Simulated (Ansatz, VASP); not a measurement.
# Ta2B2O: VASP beside Ansatz

```
Ta B O
1.0
     3.54713    0.00000    0.00000
    -1.77357    3.07191    0.00000
     0.00000    0.00000    5.67348
Ta B O
2 2 1
Direct
  0.66667 0.33333 0.76885
  0.33333 0.66667 0.23115
  0.66667 0.33333 0.37852
  0.33333 0.66667 0.62148
  0.00000 0.00000 0.00000
```

Change from the starting cell: species swapped into the Li2CeP2 type (P-3m1, No. 164).

Alike in both runs: task single point; functional PBE; k mesh 6 × 6 × 4; occupations gaussian, width 0.1 eV; no spin polarisation.

```csv
,VASP,Ansatz
version,VASP 6.6.1,Ansatz 0.2.0
potentials or method,"VASP PAW PBE potentials, release 64 (Ta_pv, B, O), cutoff 520 eV","scalar-relativistic, plane waves, PAW"
valence electrons in the cell,34,38
```

```tsv
	VASP	Ansatz	Ansatz less VASP
gap on the k mesh at the Fermi level (eV)	none	none	-
pressure (GPa)	-3.0	-3.2	-0.23
traceless stress, the component that is largest in VASP (GPa)	13.54	13.55	+0.017
rms of the force components (eV/Å)	0.304	0.298	-0.0066
```

Atom by atom the forces differ by 0.007 eV/Å (rms over components). A gap of «none» marks a metal or a gap that the smearing closes. With one functional, cell and mesh, what is left measures potentials, basis and numerics. VASP's potentials hold 34 valence electrons a cell and Ansatz's 38, so a difference there can come from the potentials and not from the codes.

Neither program's run includes spin-orbit coupling.
